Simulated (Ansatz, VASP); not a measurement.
**One calculation of Al, two programs**

Contents of INCAR:

```
SYSTEM = Al
  PREC = Accurate
  ENCUT = 520
  EDIFF = 1E-6
  ISMEAR = 0
  SIGMA = 0.15
  LREAL = .FALSE.
  LASPH = .TRUE.
  NELM = 60
  ALGO = Fast
  ISIF = 2
  LWAVE = .FALSE.
  LCHARG = .FALSE.
  GGA = PS
  NBANDS = 10
```

Contents of KPOINTS:

```
Automatic mesh
0
G
  18 18 10
  0 0 0
```

The input POSCAR:

```
Al
1.0
    3.0093000000      0.0000000000      0.0000000000
   -1.5046500000      2.6061302476      0.0000000000
    0.0000000000      0.0000000000      4.3414000000
Al
2
Direct
    0.6666666667      0.3333333333      0.7500000000
    0.3333333333      0.6666666667      0.2500000000
```

Input for Ansatz:

```yaml
crystal:
  lattice:
    - [3.0093, 0.0, 0.0]
    - [-1.50465, 2.6061302476, 0.0]
    - [0.0, 0.0, 4.3414]
  atoms:
    - { symbol: Al, position: [0.6666666667, 0.3333333333, 0.75] }
    - { symbol: Al, position: [0.3333333333, 0.6666666667, 0.25] }
basis:
  ecutwfc: 420
kpoints:
  mp_grid: { grid: [18, 18, 10] }
hamiltonian:
  xc: pbesol
  pseudopotentials: { kind: paw, azcp: { folder: soft_1 } }
scf:
  occupations: { method: gaussian, width: 0.15 }
output:
  forces: true
  stress: true
  eigenvalues: true
```

Alike in both runs: task single point; functional PBEsol; k mesh 18 × 18 × 10; occupations gaussian, width 0.15 eV; no spin polarisation.

|  | VASP | Ansatz |
| --- | --- | --- |
| version | VASP 6.6.1 | Ansatz 0.2.0 |
| potentials or method | VASP PAW PBE potentials, release 64 (Al), cutoff 520 eV | scalar-relativistic, plane waves, PAW |
| valence electrons in the cell | 6 | 6 |

VASP gave:

| Quantity | Value |
| --- | --- |
| gap on the k mesh at the Fermi level (eV) | none |
| pressure (GPa) | -1.7 |
| traceless stress, the component that is largest in VASP (GPa) | 4.56 |

Which values does Ansatz return?

gap on the k mesh at the Fermi level (eV): none; pressure (GPa): -1.8; traceless stress, the component that is largest in VASP (GPa): 4.52.

VASP's potentials were made for PBE, not for PBEsol, and Ansatz warns of the same on its side. A gap of «none» marks a metal or a gap that the smearing closes.
